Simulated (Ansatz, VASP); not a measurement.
# NiPt5 in VASP and in Ansatz

```
CELL_PARAMETERS angstrom
2.77468 0.00000 0.00000
0.00000 2.77468 0.00000
0.00000 0.00000 11.57119
ATOMIC_POSITIONS crystal
Ni 0.00000 0.00000 0.00000
Pt 0.00000 0.00000 0.67455
Pt 0.50000 0.50000 0.85031
Pt 0.50000 0.50000 0.14969
Pt 0.00000 0.00000 0.32545
Pt 0.50000 0.50000 0.50000
```

Alike in both runs: functional PBE; k mesh 6 × 6 × 2; occupations gaussian, width 0.1 eV; collinear spin.

Ansatz relaxed the structure, and its values are those at the end. VASP's run is a single point on that final structure, the one shown.

```csv
,VASP,Ansatz
version,VASP 6.6.1,Ansatz 0.2.0
potentials or method,"VASP PAW PBE potentials, release 64 (Ni, Pt), cutoff 520 eV","scalar-relativistic, plane waves, PAW"
valence electrons in the cell,60,108
```

|  | VASP | Ansatz | Ansatz less VASP |
| --- | --- | --- | --- |
| gap on the k mesh at the Fermi level (eV) | none | none | - |
| pressure (GPa) | -0.4 | 0.0 | +0.48 |
| rms of the force components (eV/Å) | 0.001 | 0.008 | +0.0062 |
| net moment per atom (μB) | 0.24 | 0.24 | +0.005 |
| size of the moment on the site where the two differ most (μB) | 0.70 | 0.74 | +0.038 |

Site moments also hang on the region over which each program counts them. A gap of «none» marks a metal or a gap that the smearing closes. VASP's potentials hold 60 valence electrons a cell and Ansatz's 108, so a difference there can come from the potentials and not from the codes.

The k mesh is coarse, so the values compare programs but aren't converged. Neither program's run includes spin-orbit coupling.
